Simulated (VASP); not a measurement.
A run of VASP 6.6.1 is set up as follows.

The input INCAR:

```
SYSTEM = MgS
  PREC = Accurate
  ENCUT = 520
  EDIFF = 1E-7
  ISMEAR = 0
  SIGMA = 0.05
  LREAL = .FALSE.
  LASPH = .TRUE.
  NELM = 60
  ALGO = Normal
  ISIF = 2
  LWAVE = .FALSE.
  LCHARG = .TRUE.
  GGA = PE
  LELF = .TRUE.
  LVHAR = .TRUE.
  NBANDS = 11
```

KPOINTS

```
Automatic mesh
0
G
  8 8 8
  0 0 0
```

Contents of POSCAR:

```
MgS
1.0
    0.0000000000      2.5529991450      2.6016500000
    2.6503008550      0.0000000000      2.6016500000
    2.6503008550      2.5529991450      0.0000000000
Mg S
1 1
Direct
    0.0000000000      0.0000000000      0.0000000000
    0.5000000000      0.5000000000      0.5000000000
```

Potentials or basis: VASP PAW PBE potentials, release 64 (Mg, S).

The run is started by

```console
$ cat potpaw_PBE.64/Mg/POTCAR potpaw_PBE.64/S/POTCAR > POTCAR
$ mpirun -np 1 vasp_std > vasp.out
```

**Question.** What does it give for the band gap on the k mesh?

**Answer.** 2.62 eV, indirect (least direct gap 3.64 eV).

**Question.** What does it give for the pressure?

**Answer.** 1.1 GPa.

Stress tensor (GPa, compression positive):
```
-0.86  0.00  0.00
 0.00  3.10  0.00
 0.00  0.00  0.94
```

Caveat: the cell differs from its parent crystal (strain +0.0187 x Voigt [1, -1, 0, 0, 0, 0]). A k mesh can miss the band edges.
